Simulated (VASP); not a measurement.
# In (I4/mmm) in VASP: relaxation of cell and atoms with PBE+D3(BJ)

Aim: the relaxation of cell and atoms of In with PBE+D3(BJ).

Everything below comes from runs of VASP 6.6.1. Logs are shortened: lines on timing, memory, paths and dates and some standing lists are left out, and cuts for length are marked.

## 1. The cell of the first run

It takes space group I4/mmm (No. 139, tetragonal). Conventional cell: a = 3.389 Å, b = 3.389 Å, c = 4.595 Å, α = 90.00°, β = 90.00°, γ = 90.00°. Within 4.4 Å of In (site symmetry 4/mmm) lie 12 In at 3.32 to 3.39 Å.

## 2. Relaxation of cell and atoms, PBE+D3(BJ)

INCAR reads:

```
SYSTEM = In
PREC = Accurate ; ENCUT = 600
EDIFF = 1E-6 ; ISMEAR = 0
SIGMA = 0.1 ; LREAL = .FALSE.
LASPH = .TRUE. ; NELM = 60
ALGO = Fast ; ISIF = 3
LWAVE = .FALSE. ; LCHARG = .FALSE.
GGA = PE ; IVDW = 12
IBRION = 2 ; NSW = 100
EDIFFG = -0.005
```

KPOINTS reads:

```
Automatic mesh
0
G
  18 18 18
  0 0 0
```

POSCAR reads:

```
In
1.0
   -1.6947072674      1.6947072674      2.2973723912
    1.6947072674     -1.6947072674      2.2973723912
    1.6947072674      1.6947072674     -2.2973723912
In
1
Direct
    0.0000000000      0.0000000000      0.0000000000
```

Potentials or basis: VASP PAW PBE potentials, release 64 (In_d).

Run with:

```
> cat potpaw_PBE.64/In_d/POTCAR > POTCAR
> mpirun -np 1 vasp_std > vasp.out
```

OUTCAR:

```text
SYSTEM = In
   PREC = Accurate
   ENCUT = 600
   EDIFF = 1E-6
   ISMEAR = 0
   LREAL = .FALSE.
   LASPH = .TRUE.
   NELM = 60
   ISIF = 3
   GGA = PE
   IVDW = 12
   IBRION = 2
   NSW = 100
   EDIFFG = -0.005
 IVDW          = 12

 ion  position               nearest neighbor table
   1  0.000  0.000  0.000-

  LATTYP: Found a body centered tetragonal cell.
 ALAT       =     3.3894145348
 C/A-ratio  =     1.3556160615

  Lattice vectors:

 A1 = (  -1.6947072674,   1.6947072674,   2.2973723912)
 A2 = (   1.6947072674,  -1.6947072674,   2.2973723912)
 A3 = (   1.6947072674,   1.6947072674,  -2.2973723912)

Analysis of symmetry for initial positions (statically):
=====================================================================
 Subroutine PRICEL returns:
 Original cell was already a primitive cell.

 Routine SETGRP: Setting up the symmetry group for a
 body centered tetragonal supercell.

 Subroutine GETGRP returns: Found 16 space group operations
 (whereof 16 operations were pure point group operations)
 out of a pool of 16 trial point group operations.

The static configuration has the point symmetry D_4h.

Analysis of symmetry for dynamics (positions and initial velocities):
=====================================================================
 Subroutine PRICEL returns:
 Original cell was already a primitive cell.

 Routine SETGRP: Setting up the symmetry group for a
 body centered tetragonal supercell.

 Subroutine GETGRP returns: Found 16 space group operations
 (whereof 16 operations were pure point group operations)
 out of a pool of 16 trial point group operations.

The dynamic configuration has the point symmetry D_4h.

 Subroutine INISYM returns: Found 16 space group operations
 (whereof 16 operations are pure point group operations),
 and found     1 'primitive' translations

----------------------------------------------------------------------------------------

                                     Primitive cell

  volume of cell :      26.3925

  direct lattice vectors                    reciprocal lattice vectors
    -1.694707267  1.694707267  2.297372391     0.000000000  0.295036205  0.217639945
     1.694707267 -1.694707267  2.297372391     0.295036205  0.000000000  0.217639945
     1.694707267  1.694707267 -2.297372391     0.295036205  0.295036205  0.000000000

  length of vectors
     3.319937552  3.319937552  3.319937552     0.366624477  0.366624477  0.417244202

[... 83 lines left out ...]
   NFREE  =      1    steps in history (QN), initial steepest desc. (CG)
   ISIF   =      3    stress and relaxation
   ISYM   =      2    0-nonsym 1-usesym 2-fastsym
   POTIM  = 0.5000    time-step for ionic-motion
   TEBEG  =    0.0;   TEEND  =   0.0 temperature during run
   PSTRESS=    0.0 pullay stress
   NELECT =      13.0000    total number of electrons
   NUPDOWN=      -1.0000    fix difference up-down
   EMIN   =  10.00;   EMAX   =-10.00  energy-range for DOS
   EFERMI =   0.00;   METHOD = LEGACY
   ISMEAR =     0;   SIGMA  =   0.10  broadening in eV -4-tet -1-fermi 0-gaus
   EFERMI_NEDOS =   21; number of points for ismear=-14 and -15
   IALGO  =     68    algorithm
   IMIX   =      4    mixing-type and parameters
     AMIX     =   0.40;   BMIX     =  1.00
     AMIX_MAG =   1.60;   BMIX_MAG =  1.00
  volume/ion in A,a.u.               =      26.39       178.11
  Fermi-wavevector in a.u.,A,eV,Ry     =   1.292892  2.443212 22.743098  1.671571
  Thomas-Fermi vector in A             =   2.424572
   LORBIT       =      0    0 simple, 1 ext, 2 COOP (PROOUT), +10 PAW based schemes
   GGA     = PE    functional components
   LHFCALC =     F    Hartree Fock is set to
   AEXX    =    0.0000 exact exchange contribution
   IVDW    =    12    specifies the selected vdW correction
   LEPSILON=     F    determine dielectric tensor
   LRPA    =     F    only Hartree local field effects (RPA)
 conjugate gradient relaxation of ions
 non-spin polarized calculation
 RMM-DIIS sequential band-by-band and
 Gauss-broadening in eV      SIGMA  =   0.10
  energy-cutoff  :      600.00
  volume of cell :       26.39
 maximum number of plane-waves:       909
   NGX = 13   NGY = 13   NGZ = 13

--------------------------------------- Ionic step        1  -------------------------------------------

 number of electron      13.0000005 magnetization

 Free energy of the ion-electron system (eV)
  ---------------------------------------------------
  ext. energy  EPLUGINS =         0.00000000
  ---------------------------------------------------
  free energy    TOTEN  =        -2.55552280 eV

  energy without entropy =       -2.55348458  energy(sigma->0) =       -2.55450369

------------------------ aborting loop because EDIFF is reached ----------------------------------------

 Edisp (eV)   -0.33513

 E8    (eV) :    -0.1673
[... 102 lines left out ...]
  FREE ENERGIE OF THE ION-ELECTRON SYSTEM (eV)
  ---------------------------------------------------
  free  energy   TOTEN  =        -2.8913274994 eV

  energy  without entropy=       -2.8893750499  energy(sigma->0) =       -2.89035127

[... ionic steps 4 to 11 ...]

--------------------------------------- Ionic step       12  -------------------------------------------

 number of electron      13.0000004 magnetization

------------------------ aborting loop because EDIFF is reached ----------------------------------------
[... 73 lines left out ...]
--------------------------------------- Ionic step       14  -------------------------------------------

 number of electron      13.0000004 magnetization

 Free energy of the ion-electron system (eV)
  ---------------------------------------------------
  ext. energy  EPLUGINS =         0.00000000
  ---------------------------------------------------
  free energy    TOTEN  =        -2.55359156 eV

  energy without entropy =       -2.55133955  energy(sigma->0) =       -2.55246556

 E-fermi :   7.5560     XC(G=0): -10.2617

 val. band max:        7.5555663424   @ k =  -0.4444  -0.4444   0.1667
 cond. band min:       7.5561528704   @ k =   0.2778   0.2778   0.1667
 fundamental gap:      0.0005865280
 Fermi energy:         7.5559784540

 k-point     1 :       0.0000    0.0000    0.0000
  band No.  band energies     occupation
      1      -7.0931      2.00000
      2      -7.0924      2.00000
      3      -7.0924      2.00000
      4      -6.9209      2.00000
      5      -6.9202      2.00000
      6      -2.0128      2.00000
      7      18.1345      0.00000
      8      18.1345      0.00000
      9      18.1359      0.00000
     10      19.0650      0.00000
[... 287 lines left out ...]
 k-point    24 :      -0.2222    0.0556    0.0000
  band No.  band energies     occupation
      1      -7.1140      2.00000
      2      -7.0464      2.00000
      3      -7.0406      2.00000
      4      -6.9283      2.00000
      5      -6.8853      2.00000
      6      -1.0315      2.00000
      7      12.2565      0.00000
      8      16.1838      0.00000
      9      17.1119      0.00000
     10      19.1029      0.00000

 [... further k-points ...]

------------------------ aborting loop because EDIFF is reached ----------------------------------------

 Edisp (eV)   -0.33881

 E8    (eV) :    -0.1691
[... 24 lines left out ...]
  FREE ENERGIE OF THE ION-ELECTRON SYSTEM (eV)
  ---------------------------------------------------
  free  energy   TOTEN  =        -2.8923988244 eV

  energy  without entropy=       -2.8901468147  energy(sigma->0) =       -2.89127282

 reached required accuracy - stopping structural energy minimisation
```

CONTCAR:

```text
In
   1.00000000000000
    -1.6648107237117802    1.6648107237117804    2.3555989602452709
     1.6648107237117802   -1.6648107237117800    2.3555989602452709
     1.6648107237117802    1.6648107237117800   -2.3555989602452709
  In
     1
Direct
     1.0000000000000000    0.0000000000000000    0.0000000000000000

  0.00000000E+00  0.00000000E+00  0.00000000E+00
```

It took 7.3 min on 1 thread of Intel Xeon 6975P-C (Granite Rapids), shared host; peak memory 0.31 GiB.

Results:

- Free energy: -2.8924 eV
- Relaxed volume: 26.12 Å³/atom
- Relaxed cell: a = 3.330 Å, b = 3.330 Å, c = 3.330 Å, α = 120.02°, β = 120.02°, γ = 89.97°
- Space group after relaxing (to 0.1 Å): Fm-3m (No. 225)
- Energy gained by relaxing: 1.7 meV/atom
- Ionic steps: 14
- Pressure after relaxing: 0.0 GPa
- Band gap on the k mesh: zero (an odd number of electrons rules out a gap without spin polarisation)
- Dispersion energy per atom: -0.339 eV

Step by step:
```tsv
step	energy change (eV)	largest force (eV/Å)	pressure (GPa)	volume (Å³)
1	0.0000	0.0000	-0.57	26.39
2	-0.0007	0.0000	0.14	26.03
3	-0.0007	0.0000	0.05	26.06
4	-0.0007	0.0000	0.04	26.05
5	-0.0007	0.0000	0.06	26.04
6	-0.0009	0.0000	0.04	26.05
7	-0.0014	0.0000	0.02	26.06
8	-0.0017	0.0000	-0.05	26.08
9	-0.0017	0.0000	0.04	26.08
10	-0.0017	0.0000	0.05	26.08
11	-0.0017	0.0000	-0.14	26.17
12	-0.0017	0.0000	0.05	26.11
13	-0.0017	0.0000	-0.05	26.12
14	-0.0017	0.0000	-0.02	26.12
```

Final structure:
```
In
1.0
    -1.66481    1.66481    2.35560
     1.66481   -1.66481    2.35560
     1.66481    1.66481   -2.35560
In
1
Cartesian
  -1.6648 1.6648 2.3556
```

Levels at points of the mesh, in eV from the Fermi level:
```tsv
k point	band 4	band 5	band 6	band 7	band 8	band 9
(0.00, 0.00, 0.00)	-14.48	-14.48	-9.57	10.58	10.58	10.58
(0.50, 0.00, 0.00)	-14.32	-14.32	-4.33	-3.40	8.41	8.42
(0.50, 0.50, 0.00)	-14.28	-14.28	-2.23	-2.09	4.03	4.03
(0.50, 0.50, 0.50)	-14.28	-14.28	-2.24	-2.10	4.03	4.03
```

Caveat: spin-orbit coupling is left out, which moves the levels of the heavy elements.
